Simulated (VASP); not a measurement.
Set up this calculation in VASP 6.6.1, as the native input.

| Item | Value |
| --- | --- |
| Task | single point |
| Functional | PBE |
| Potentials or basis | VASP PAW PBE potentials, release 64 (Al, Ni) |
| Cutoff | 520 eV |
| k mesh | 14 × 14 × 14 |
| Occupations | gaussian, width 0.15 eV |
| Spin | no spin polarisation |
| Dipole correction | no |
| Further INCAR settings | ALGO = Fast; EDIFF = 1e-06; NBANDS = 24 |

The structure of AlNi3 lies in POSCAR:

```
AlNi3
1.0
   -0.3251061026      2.6055378514      2.6055378514
    2.6055378514     -0.3251061026      2.6055378514
    2.6055378514      2.6055378514     -0.3251061026
Al Ni
1 3
Direct
    0.5000000000      0.5000000000      0.5000000000
    0.2500000000      0.2500000000      0.2500000000
    0.0000000000      0.0000000000      0.0000000000
    0.7500000000      0.7500000000      0.7500000000
```

The input as run:

INCAR

```
SYSTEM = AlNi3
PREC = Accurate
ENCUT = 520
EDIFF = 1E-6
ISMEAR = 0
SIGMA = 0.15
LREAL = .False.
LASPH = .True.
NELM = 80
ALGO = Fast
ISIF = 2
LWAVE = .False.
LCHARG = .False.
GGA = PE
NBANDS = 24
```

KPOINTS

```
Automatic mesh
0
Gamma
  14 14 14
  0 0 0
```

Potentials or basis: VASP PAW PBE potentials, release 64 (Al, Ni).

The run is started by

```bash
$ cat potpaw_PBE.64/Al/POTCAR potpaw_PBE.64/Ni/POTCAR > POTCAR
$ mpirun -np 1 vasp_std > vasp.out
```

It gave:

```json
{
  "Pressure": "28.3 GPa",
  "Largest force": "0.459 eV/Å"
}
```

Wall time 2.3 min on 1 thread of Intel(R) Xeon(R) 6975P-C (Granite Rapids), with other jobs on the host, peak memory 0.34 GiB.
